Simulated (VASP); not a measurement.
HgPt, 2 atoms in the cell. It takes space group P4mm (No. 99, tetragonal). Conventional cell: a = 2.971 Å, b = 2.971 Å, c = 3.825 Å, α = 90.00°, β = 90.00°, γ = 90.00°. Within 3.6 Å of Hg (site symmetry 4mm) lie 8 Pt at 2.69 to 3.00 Å and 4 Hg at 2.97 Å. Within 3.6 Å of Pt (site symmetry 4mm) lie 8 Hg at 2.69 to 3.00 Å and 4 Pt at 2.97 Å.  This cell differs from its parent crystal: all Hg atoms moved +0.225 Å, as atom 1 along Cartesian [0 0 1].

```yaml
Program: VASP 6.6.1
Task: single point
Functional: r2SCAN
Potentials_or_basis: VASP PAW PBE potentials, release 64 (Hg, Pt)
Cutoff: 520 eV
k_mesh: 16 × 16 × 12
Occupations: gaussian, width 0.15 eV
Spin: no spin polarisation
Dipole_correction: no
Further_INCAR_settings: ALGO = Normal; EDIFF = 1e-07; NBANDS = 18
```

Potentials or basis: VASP PAW PBE potentials, release 64 (Hg, Pt).

Command:

```bash
$ cat potpaw_PBE.64/Hg/POTCAR potpaw_PBE.64/Pt/POTCAR > POTCAR
$ cp INCAR.step1 INCAR
$ mpirun -np 1 vasp_std > vasp.out
$ cp INCAR.step2 INCAR
$ mpirun -np 1 vasp_std > vasp.out
```

Hardware: 1 thread of Intel(R) Xeon(R) Platinum 8488C (Sapphire Rapids), on a shared host.

Problem. Estimate the wall time of this run.

Solution. Run time: 5.1 min on 1 thread of Intel(R) Xeon(R) Platinum 8488C (Sapphire Rapids) (shared host), peak memory 0.31 GiB. Counts: k points 315.
